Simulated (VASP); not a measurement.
HfC, 4 atoms in the cell. Symmetry: P6_3/mmc, No. 194, hexagonal system. Conventional cell: a = 3.298 Å, b = 3.298 Å, c = 5.132 Å, α = 90.00°, β = 90.00°, γ = 120.00°. Hf (site symmetry -6m2) has 6 C at 2.30 Å within 3.0 Å. Within 3.0 Å of C (site symmetry -3m) lie 6 Hf at 2.30 Å and 2 C at 2.57 Å. 

- Program: VASP 6.6.1
- Task: single point
- Functional: r2SCAN
- Potentials or basis: VASP PAW PBE potentials, release 64 (Hf_pv, C)
- Cutoff: 520 eV
- k mesh: 9 × 9 × 5
- Occupations: fermi-dirac, width 0.05 eV
- Spin: no spin polarisation
- Dipole correction: no
- Further INCAR settings: ALGO = Normal; EDIFF = 1e-06; NBANDS = 22

Potentials or basis: VASP PAW PBE potentials, release 64 (Hf_pv, C).

Run with:

```console
$ cat potpaw_PBE.64/Hf_pv/POTCAR potpaw_PBE.64/C/POTCAR > POTCAR
$ cp INCAR.step1 INCAR
$ mpirun -np 1 vasp_std > vasp.out
$ cp INCAR.step2 INCAR
$ mpirun -np 1 vasp_std > vasp.out
```

Hardware: 1 thread of Intel(R) Xeon(R) Platinum 8375C CPU @ 2.90GHz (Ice Lake), on a shared host.

Task: Estimate the wall time of this run.

Result: It took 2.8 min on 1 thread of Intel(R) Xeon(R) Platinum 8375C CPU @ 2.90GHz (Ice Lake) (shared host), peak memory 0.19 GiB. Counts: k points 36.
